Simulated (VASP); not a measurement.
# W (Im-3m) in VASP: a series of runs, part 2 of 2

VASP 6.6.1.

### 4 Relaxation of cell and atoms, LDA, target pressure 10 GPa, at which the enthalpy is minimised

INCAR

```
SYSTEM = W
  ALGO = Normal
  EDIFF = 1E-6
  EDIFFG = -0.002
  ENCUT = 600
  GGA = CA
  IBRION = 2
  ISIF = 3
  ISMEAR = -1
  LASPH = .True.
  LCHARG = .False.
  LREAL = .False.
  LWAVE = .False.
  NELM = 100
  NSW = 100
  PREC = Accurate
  PSTRESS = 100.0
  SIGMA = 0.1
```

KPOINTS

```
k-points
0
Gamma
  24 24 24
  0 0 0
```

POSCAR

```
W
1.0
   -1.5675648139      1.5675648139      1.5675648139
    1.5675648139     -1.5675648139      1.5675648139
    1.5675648139      1.5675648139     -1.5675648139
W
1
Direct
    0.0000000000      0.0000000000      0.0000000000
```

Potentials or basis: VASP PAW LDA potentials, release 64 (W_sv).

Started as:

```console
> cat potpaw_LDA.64/W_sv/POTCAR > POTCAR
> mpirun -np 1 vasp_std > vasp.out
```

OUTCAR:

```text
SYSTEM = W
   EDIFF = 1E-6
   EDIFFG = -0.002
   ENCUT = 600
   GGA = CA
   IBRION = 2
   ISIF = 3
   ISMEAR = -1
   LASPH = .True.
   LREAL = .False.
   NELM = 100
   NSW = 100
   PREC = Accurate
   PSTRESS = 100.0

 ion  position               nearest neighbor table
   1  0.000  0.000  0.000-

  LATTYP: Found a body centered cubic cell.
 ALAT       =     3.1351296278

  Lattice vectors:

 A1 = (  -1.5675648139,   1.5675648139,   1.5675648139)
 A2 = (   1.5675648139,  -1.5675648139,   1.5675648139)
 A3 = (   1.5675648139,   1.5675648139,  -1.5675648139)

Analysis of symmetry for initial positions (statically):
=====================================================================
[... 444 lines left out ...]
 fundamental gap:      0.0099322543
 Fermi energy:        12.1232179860

 k-point     1 :       0.0000    0.0000    0.0000
  band No.  band energies     occupation
      1     -61.6154      2.00000
      2     -25.3389      2.00000
      3     -25.3389      2.00000
      4     -25.3389      2.00000
      5       2.2552      2.00000
      6      10.7219      2.00000
      7      10.7219      2.00000
      8      10.7219      2.00000
      9      14.3817      0.00000
     10      14.3817      0.00000
     11      26.7562      0.00000
[... 309 lines left out ...]
 k-point    24 :       0.4583    0.0417    0.0000
  band No.  band energies     occupation
      1     -61.4423      2.00000
      2     -26.8694      2.00000
      3     -25.8429      2.00000
      4     -25.3617      2.00000
      5       5.5491      2.00000
      6       8.2610      2.00000
      7      12.8202      0.00188
      8      14.3042      0.00000
      9      15.4512      0.00000
     10      18.7078      0.00000
     11      23.8629      0.00000

 [... further k-points ...]

------------------------ aborting loop because EDIFF is reached ----------------------------------------

  FORCE on cell =-STRESS in cart. coord.  units (eV):
  Direction    XX          YY          ZZ          XY          YZ          ZX
  --------------------------------------------------------------------------------------
  -------------------------------------------------------------------------------------
  Total        0.9422843      0.9422843      0.9422843     -0.0000000     -0.0000000     -0.0000000
  in kB      100.1812139    100.1812139    100.1812139     -0.0000000     -0.0000000     -0.0000000
  external PRESSURE =       0.1812139 kB  Pullay stress =     100.0000000 kB
[... 20 lines left out ...]
  energy  without entropy=      -14.0858265513  energy(sigma->0) =      -14.09322413

  enthalpy is  TOTEN    =       -13.1600418256 eV   P V=        0.9405798778

 reached required accuracy - stopping structural energy minimisation
```

OSZICAR:

```text
N       E                     dE             d eps       ncg     rms          rms(c)
DAV:   1     0.827490170386E+02    0.82749E+02   -0.85701E+03  9097   0.159E+03
DAV:   2    -0.130149317283E+02   -0.95764E+02   -0.92598E+02  9767   0.358E+02
DAV:   3    -0.147633420454E+02   -0.17484E+01   -0.17278E+01 10316   0.464E+01
DAV:   4    -0.147738733152E+02   -0.10531E-01   -0.10529E-01  9809   0.373E+00
[... 49 lines left out ...]
   7 F= -.13160042E+02 E0= -.13152644E+02  d E =-.250558E-05
       N       E                     dE             d eps       ncg     rms          rms(c)
DAV:   1    -0.141006231926E+02    0.99176E-04   -0.32594E-05  9539   0.924E-02    0.167E-02
DAV:   2    -0.141006219206E+02    0.12720E-05   -0.18508E-06  8221   0.189E-02    0.378E-03
DAV:   3    -0.141006217034E+02    0.21721E-06   -0.58387E-07  4624   0.106E-02
   8 F= -.13160042E+02 E0= -.13152644E+02  d E =-.230786E-05
```

Run time: 1.8 min. Hardware: 1 thread of Intel Xeon Platinum 8488C (Sapphire Rapids), shared host; peak memory 0.21 GiB.

Results:

| Property | Result |
| --- | --- |
| Free energy | -14.1006 eV |
| Relaxed volume | 15.07 Å³/atom |
| Relaxed cell | a = 2.695 Å, b = 2.695 Å, c = 2.695 Å, α = 109.47°, β = 109.47°, γ = 109.47° |
| Space group after relaxing (to 0.1 Å) | Im-3m (No. 229) |
| Energy change on relaxing (the run minimises the enthalpy) | +12.6 meV/atom |
| Ionic steps | 8 |
| Pressure after relaxing | 10.0 GPa |
| Band gap on the k mesh | zero (bands 7 and 8 overlap by 6.87 eV) |

Step by step:
```tsv
step	energy change (eV)	largest force (eV/Å)	pressure (GPa)	volume (Å³)
1	0.0000	0.0000	2.03	15.41
2	0.2505	0.0000	51.27	13.76
3	0.0116	0.0000	9.63	15.09
4	0.0124	0.0000	9.94	15.07
5	0.0128	0.0000	10.12	15.07
6	0.0115	0.0000	9.68	15.09
7	0.0125	0.0000	9.95	15.07
8	0.0126	0.0000	10.02	15.07
```

Final structure:
```cif
data_structure
_symmetry_space_group_name_H-M 'P 1'
_symmetry_Int_Tables_number 1
_cell_length_a 2.6951
_cell_length_b 2.6951
_cell_length_c 2.6951
_cell_angle_alpha 109.471
_cell_angle_beta 109.471
_cell_angle_gamma 109.471
_cell_volume 15.07
loop_
_atom_site_label
_atom_site_type_symbol
_atom_site_fract_x
_atom_site_fract_y
_atom_site_fract_z
_atom_site_occupancy
W1 W 0.00000 0.00000 0.00000 1
```

Caveat: the cell is relaxed towards a set pressure, so the run minimises the enthalpy, not the energy; spin-orbit coupling is left out, which moves the levels of the heavy elements.

### 5 The runs side by side

| cell | gap on the mesh (eV) | pressure (GPa) |
| --- | --- | --- |
| relaxed to 4 GPa | none | 4.0 |
| relaxed to 7 GPa | none | 7.0 |
| relaxed to 10 GPa | none | 10.0 |

Alike in all rows: task relaxation of cell and atoms; level LDA; potentials or basis VASP PAW LDA potentials, release 64 (W_sv); no spin polarisation; k mesh 24 × 24 × 24; cutoff (eV) 600; smearing fermi-dirac 0.1 eV.

Caveats: the cell is relaxed towards a set pressure, so the run minimises the enthalpy, not the energy; spin-orbit coupling is left out, which moves the levels of the heavy elements.

Absolute energies hang on the potentials; compare differences alone.

The gap in the log of VASP goes by the Fermi energy; the results here count the filled bands.